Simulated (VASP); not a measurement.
# Ta (Im-3m) in VASP: notebook, part 2 of 2

VASP 6.6.1.

### 4 Single point, PBEsol, non-collinear spin, zero start, spin-orbit coupling

This run uses another cell than the first one, of 18.01 Å³/atom, 0.962 times its volume.

INCAR reads:

```
PREC = Accurate
ENCUT = 520
EDIFF = 1E-6
ISMEAR = 0
SIGMA = 0.025
LREAL = False
LASPH = True
NELM = 150
ALGO = Fast
ISIF = 2
LWAVE = False
LCHARG = False
LNONCOLLINEAR = True
MAGMOM = 0 0 0
LORBIT = 11
LSORBIT = True
GGA_COMPAT = False
LORBMOM = True
LMAXMIX = 4
GGA = PS
NBANDS = 22
```

KPOINTS reads:

```
Automatic mesh
0
Gamma
  11 11 11
```

POSCAR reads:

```
Ta
1.0
   -1.6512800000      1.6512800000      1.6512800000
    1.6512800000     -1.6512800000      1.6512800000
    1.6512800000      1.6512800000     -1.6512800000
Ta
1
Direct
    0.0000000000      0.0000000000      0.0000000000
```

Potentials or basis: VASP PAW PBE potentials, release 64 (Ta_pv).

Launch:

```sh
$ cat potpaw_PBE.64/Ta_pv/POTCAR > POTCAR
$ mpirun -np 1 vasp_ncl > vasp.out
```

OUTCAR:

```text
PREC = Accurate
   ENCUT = 520
   EDIFF = 1E-6
   ISMEAR = 0
   LREAL = False
   LASPH = True
   NELM = 150
   ISIF = 2
   LNONCOLLINEAR = True
   LORBIT = 11
   LSORBIT = True
   GGA = PS

 ion  position               nearest neighbor table
   1  0.000  0.000  0.000-

  LATTYP: Found a body centered cubic cell.
 ALAT       =     3.3025600000

  Lattice vectors:

 A1 = (  -1.6512800000,   1.6512800000,   1.6512800000)
 A2 = (   1.6512800000,  -1.6512800000,   1.6512800000)
 A3 = (   1.6512800000,   1.6512800000,  -1.6512800000)

Analysis of symmetry for initial positions (statically):
=====================================================================
[... 851 lines left out ...]
  1         0.000   0.000   0.000
 ----------------------------------------
            0.000   0.000   0.000

 Spin-Orbit-Coupling matrix elements

 Ion:    1  E_soc:     -1.4197809
 l=   1
     0.0000000    -0.2156043    -0.2156043
    -0.2156043     0.0000000    -0.2156043
    -0.2156043    -0.2156043     0.0000000
 l=   2
     0.0000000    -0.0051990     0.0000000    -0.0051990    -0.0158269
    -0.0051990     0.0000000    -0.0118702    -0.0051990    -0.0039567
     0.0000000    -0.0118702     0.0000000    -0.0118702     0.0000000
    -0.0051990    -0.0051990    -0.0118702     0.0000000    -0.0039567
    -0.0158269    -0.0039567     0.0000000    -0.0039567     0.0000000
 l=   3
     0.0000000     0.0000000     0.0000000     0.0000000     0.0000000     0.0000000     0.0000000
     0.0000000     0.0000000     0.0000000     0.0000000     0.0000000     0.0000000     0.0000000
     0.0000000     0.0000000     0.0000000     0.0000000     0.0000000     0.0000000     0.0000000
     0.0000000     0.0000000     0.0000000     0.0000000     0.0000000     0.0000000     0.0000000
     0.0000000     0.0000000     0.0000000     0.0000000     0.0000000     0.0000000     0.0000000
     0.0000000     0.0000000     0.0000000     0.0000000     0.0000000     0.0000000     0.0000000
     0.0000000     0.0000000     0.0000000     0.0000000     0.0000000     0.0000000     0.0000000

 total charge

# of ion       s       p       d       tot
------------------------------------------
    1        0.370   6.162   2.413   8.946

 magnetization (x)

# of ion       s       p       d       tot
------------------------------------------
    1        0.000   0.000   0.000   0.000

 magnetization (y)

# of ion       s       p       d       tot
------------------------------------------
    1        0.000   0.000   0.000   0.000

 magnetization (z)

# of ion       s       p       d       tot
------------------------------------------
    1       -0.000   0.000   0.000  -0.000
```

OSZICAR:

```text
N       E                     dE             d eps       ncg     rms          rms(c)
DAV:   1     0.897396189425E+02    0.89740E+02   -0.59896E+03  2464   0.103E+03
DAV:   2    -0.111488100661E+02   -0.10089E+03   -0.97741E+02  2812   0.320E+02
DAV:   3    -0.137733442624E+02   -0.26245E+01   -0.25832E+01  3018   0.489E+01
DAV:   4    -0.137869337457E+02   -0.13589E-01   -0.13586E-01  2774   0.377E+00
DAV:   5    -0.137870359369E+02   -0.10219E-03   -0.10217E-03  2968   0.301E-01    0.138E+01
RMM:   6    -0.133879457403E+02    0.39909E+00   -0.30728E-01  2609   0.488E+00    0.666E+00
RMM:   7    -0.132715157613E+02    0.11643E+00   -0.30350E-01  2714   0.467E+00    0.118E+00
RMM:   8    -0.132720174319E+02   -0.50167E-03   -0.12971E-02  2996   0.117E+00    0.300E-01
RMM:   9    -0.132710472607E+02    0.97017E-03   -0.14261E-03  3127   0.323E-01    0.697E-02
RMM:  10    -0.132710769097E+02   -0.29649E-04   -0.21204E-04  3313   0.110E-01    0.377E-02
RMM:  11    -0.132710797733E+02   -0.28636E-05   -0.26841E-05  3417   0.384E-02    0.166E-02
RMM:  12    -0.132710805416E+02   -0.76833E-06   -0.68890E-06  3039   0.178E-02
   1 F= -.13271081E+02 E0= -.13271033E+02  d E =-.960283E-04  mag=     0.0000     0.0000     0.0000
```

stdout:

```text
POSCAR found type information on POSCAR Ta
 POSCAR found :  1 types and       1 ions
 scaLAPACK will be used
 -----------------------------------------------------------------------------
|                                                                             |
|                                                                             |
|     You enforced a specific xc type in the INCAR file but a different       |
|     I HOPE YOU KNOW WHAT YOU ARE DOING!                                     |
|                                                                             |
 -----------------------------------------------------------------------------

 LDA part: xc-table for (Slater+PW92), standard interpolation
 POSCAR, INCAR and KPOINTS ok, starting setup
 FFT: planning ... GRIDC
 FFT: planning ... GRID_SOFT
 FFT: planning ... GRID
 WAVECAR not read
 entering main loop
```

It took 45 s on 1 thread of Intel Xeon Platinum 8488C (Sapphire Rapids), shared host; peak memory 0.21 GiB.

Results:

```
Free energy                                           : -13.2711 eV
Pressure                                              : -4.5 GPa
Net moment                                            : 0.00 μB per cell
Valence electrons inside the program's atomic spheres : Ta 8.95
```

Moments on the atoms (μB; x, y, z):
```
Ta  0.00 0.00 0.00
```

Caveat: the PAW data sets were made with another functional, which shifts forces and pressure a little.

### 5 Single point, PBEsol

This run uses another cell than the first one, of 18.01 Å³/atom, 0.962 times its volume.

INCAR reads:

```
PREC = Accurate
ENCUT = 520
EDIFF = 1E-7
ISMEAR = -1
SIGMA = 0.05
LREAL = F
LASPH = T
NELM = 80
ALGO = Normal
ISIF = 2
LWAVE = F
LCHARG = F
GGA = PS
NBANDS = 12
```

KPOINTS reads:

```
regular mesh
0
Gamma
  11 11 11
```

POSCAR is that of step 4.

Launch:

```sh
$ cat potpaw_PBE.64/Ta_pv/POTCAR > POTCAR
$ mpirun -np 1 vasp_std > vasp.out
```

It took 4.1 s on 1 thread of Intel Xeon 6975P-C (Granite Rapids), shared host; peak memory 0.14 GiB.

It converged, with:

```
Free energy : -12.5565 eV
Pressure    : -4.2 GPa
```

Levels at points of the mesh, in eV from the Fermi level:
| k point | band 3 | band 4 | band 5 | band 6 | band 7 | band 8 |
| --- | --- | --- | --- | --- | --- | --- |
| (0.00, 0.00, 0.00) | -33.02 | -7.92 | 0.73 | 0.73 | 0.73 | 4.00 |

Caveat: the PAW data sets were made with another functional, which shifts forces and pressure a little; spin-orbit coupling is left out, which moves the levels of the heavy elements.

### 6 Single point, LDA

This run uses another cell than the first one, of 18.01 Å³/atom, 0.962 times its volume.

INCAR reads:

```
PREC = Accurate
ENCUT = 520
EDIFF = 1E-7
ISMEAR = -1
SIGMA = 0.05
LREAL = False
LASPH = True
NELM = 60
ALGO = Fast
ISIF = 2
LWAVE = False
LCHARG = False
GGA = CA
NBANDS = 12
```

KPOINTS is that of step 5.

POSCAR is that of step 5.

Potentials or basis: VASP PAW LDA potentials, release 64 (Ta_pv).

Launch:

```sh
$ cat potpaw_LDA.64/Ta_pv/POTCAR > POTCAR
$ mpirun -np 1 vasp_std > vasp.out
```

OUTCAR:

```text
PREC = Accurate
   ENCUT = 520
   EDIFF = 1E-7
   ISMEAR = -1
   LREAL = False
   LASPH = True
   NELM = 60
   ISIF = 2
   GGA = CA

 ion  position               nearest neighbor table
   1  0.000  0.000  0.000-

  LATTYP: Found a body centered cubic cell.
 ALAT       =     3.3025600000

  Lattice vectors:

 A1 = (  -1.6512800000,   1.6512800000,   1.6512800000)
 A2 = (   1.6512800000,  -1.6512800000,   1.6512800000)
 A3 = (   1.6512800000,   1.6512800000,  -1.6512800000)

Analysis of symmetry for initial positions (statically):
=====================================================================
 Subroutine PRICEL returns:
 Original cell was already a primitive cell.

 Routine SETGRP: Setting up the symmetry group for a
 body centered cubic supercell.

 Subroutine GETGRP returns: Found 48 space group operations
 (whereof 48 operations were pure point group operations)
 out of a pool of 48 trial point group operations.

The static configuration has the point symmetry O_h .

[... 156 lines left out ...]

  energy without entropy =      -12.81145479  energy(sigma->0) =      -12.81514665

 E-fermi :   5.4010     XC(G=0): -12.7961

 val. band max:        5.3233671088   @ k =  -0.4545  -0.4545   0.0909
 cond. band min:       5.4848414273   @ k =  -0.1818   0.2727   0.0909
 fundamental gap:      0.1614743185
 Fermi energy:         5.4009978642

 k-point     1 :       0.0000    0.0000    0.0000
  band No.  band energies     occupation
      1     -27.5001      2.00000
      2     -27.5001      2.00000
      3     -27.5001      2.00000
      4      -2.4427      2.00000
      5       6.0700      0.00000
      6       6.0700      0.00000
      7       6.0700      0.00000
      8       9.3275      0.00000
      9       9.3275      0.00000
     10      20.4770      0.00000
     11      20.4770      0.00000
     12      20.4770      0.00000
[... 331 lines left out ...]
 k-point    24 :       0.3636    0.1818    0.0909
  band No.  band energies     occupation
      1     -28.4872      2.00000
      2     -28.0451      2.00000
      3     -27.6968      2.00000
      4       2.5804      2.00000
      5       3.8057      2.00000
      6       5.5018      0.23512
      7       9.7480      0.00000
      8      10.3141      0.00000
      9      14.4632      0.00000
     10      15.5375      0.00000
     11      18.8689      0.00000
     12      20.5533      0.00000

 [... further k-points ...]
[... 5 lines left out ...]
  --------------------------------------------------------------------------------------
  -------------------------------------------------------------------------------------
  Total       -0.9705789     -0.9705789     -0.9705789      0.0000000      0.0000000     -0.0000000
  in kB      -86.3414365    -86.3414365    -86.3414365      0.0000000      0.0000000     -0.0000000
  external PRESSURE =     -86.3414365 kB  Pullay stress =       0.0000000 kB

 VOLUME and BASIS-vectors are now :
 -----------------------------------------------------------------------------
  energy-cutoff  :      520.00
  volume of cell :       18.01
      direct lattice vectors                 reciprocal lattice vectors
    -1.651280000  1.651280000  1.651280000     0.000000000  0.302795407  0.302795407
     1.651280000 -1.651280000  1.651280000     0.302795407  0.000000000  0.302795407
     1.651280000  1.651280000 -1.651280000     0.302795407  0.302795407  0.000000000

 POSITION                                       TOTAL-FORCE (eV/Angst)
 -----------------------------------------------------------------------------------
      0.00000      0.00000      0.00000        -0.000000      0.000000     -0.000000
 -----------------------------------------------------------------------------------
    total drift:                                0.000000      0.000000      0.000000

  FREE ENERGIE OF THE ION-ELECTRON SYSTEM (eV)
  ---------------------------------------------------
  free  energy   TOTEN  =       -12.8188385170 eV

  energy  without entropy=      -12.8114547883  energy(sigma->0) =      -12.81514665
```

OSZICAR:

```text
N       E                     dE             d eps       ncg     rms          rms(c)
DAV:   1     0.605759882766E+02    0.60576E+02   -0.61758E+03  1344   0.873E+02
DAV:   2    -0.123328937739E+02   -0.72909E+02   -0.71179E+02  1520   0.246E+02
DAV:   3    -0.133116905061E+02   -0.97880E+00   -0.97328E+00  1624   0.267E+01
DAV:   4    -0.133140599281E+02   -0.23694E-02   -0.23693E-02  1484   0.148E+00
DAV:   5    -0.133140674963E+02   -0.75682E-05   -0.75680E-05  1592   0.803E-02    0.135E+01
RMM:   6    -0.129325595155E+02    0.38151E+00   -0.26796E-01  1422   0.411E+00    0.642E+00
RMM:   7    -0.128200630365E+02    0.11250E+00   -0.25671E-01  1501   0.387E+00    0.314E-01
RMM:   8    -0.128188120360E+02    0.12510E-02   -0.91273E-03  1616   0.884E-01    0.231E-01
RMM:   9    -0.128188510559E+02   -0.39020E-04   -0.10217E-03  1660   0.288E-01    0.517E-02
RMM:  10    -0.128188374899E+02    0.13566E-04   -0.12275E-04  1654   0.109E-01    0.884E-03
RMM:  11    -0.128188382300E+02   -0.74010E-06   -0.19819E-05  1715   0.413E-02    0.317E-03
RMM:  12    -0.128188385355E+02   -0.30555E-06   -0.26940E-06  1581   0.125E-02    0.416E-03
RMM:  13    -0.128188385170E+02    0.18459E-07   -0.61648E-07  1392   0.614E-03
   1 F= -.12818839E+02 E0= -.12815147E+02  d E =-.738373E-02
```

Run time: 4.5 s. Hardware: 1 thread of Intel Xeon 6975P-C (Granite Rapids), shared host; peak memory 0.13 GiB.

Results:

```
Free energy : -12.8188 eV
Pressure    : -8.6 GPa
```

Caveat: spin-orbit coupling is left out, which moves the levels of the heavy elements.

### 7 Summary

```tsv
level	potentials or basis	spin	cell	smearing	gap on the mesh (eV)	pressure (GPa)
r2SCAN+rVV10	VASP PAW PBE potentials, release 64 (Ta_pv)	off	a = 2.898 Å, angles 109.5°, 1 atom	methfessel-paxton 0.05 eV	none	-7.8
r2SCAN+rVV10	VASP PAW PBE potentials, release 64 (Ta_pv)	off	a = 2.916 Å, angles 109.5°, 1 atom	methfessel-paxton 0.05 eV	none	-11.1
PBEsol	VASP PAW PBE potentials, release 64 (Ta_pv)	non-collinear, zero start, SOC	a = 2.860 Å, angles 109.5°, 1 atom	gaussian 0.025 eV	-	-4.5
PBEsol	VASP PAW PBE potentials, release 64 (Ta_pv)	off	a = 2.860 Å, angles 109.5°, 1 atom	fermi-dirac 0.05 eV	none	-4.2
LDA	VASP PAW LDA potentials, release 64 (Ta_pv)	off	a = 2.860 Å, angles 109.5°, 1 atom	fermi-dirac 0.05 eV	none	-8.6
```

Alike in all rows: task single point; k mesh 11 × 11 × 11; cutoff (eV) 520.

Caveats: the PAW data sets were made with another functional, which shifts forces and pressure a little (some runs); spin-orbit coupling is left out, which moves the levels of the heavy elements (some runs).

Total energies depend on the potentials used, so only differences within one code and one set of settings carry meaning.
